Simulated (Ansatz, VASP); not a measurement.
**Two plane-wave programs on Sc3F**

```
CELL_PARAMETERS angstrom
4.43188 0.00000 0.00000
0.00000 4.43188 0.00000
0.00000 0.00000 4.43188
ATOMIC_POSITIONS crystal
Sc 0.00000 0.50000 0.50000
Sc 0.50000 0.00000 0.50000
Sc 0.50000 0.50000 0.00000
F 0.00000 0.00000 0.00000
```

Alike in both runs: functional r2SCAN; k mesh 4 × 4 × 4; occupations gaussian, width 0.1 eV; no spin polarisation.

Ansatz relaxed the structure, and its values are those at the end. VASP's run is a single point on that final structure, the one shown.

|  | VASP | Ansatz |
| --- | --- | --- |
| version | VASP 6.6.1 | Ansatz 0.2.0 |
| potentials or method | VASP PAW PBE potentials, release 64 (Sc_sv, F), cutoff 520 eV | scalar-relativistic, plane waves, PAW |
| valence electrons in the cell | 40 | 40 |

|  | VASP | Ansatz | Ansatz less VASP |
| --- | --- | --- | --- |
| gap on the k mesh at the Fermi level (eV) | none | none | - |
| pressure (GPa) | 0.3 | 0.3 | -0.04 |

VASP's potentials were made for PBE, not for r2SCAN. A gap of «none» marks a metal or a gap that the smearing closes.
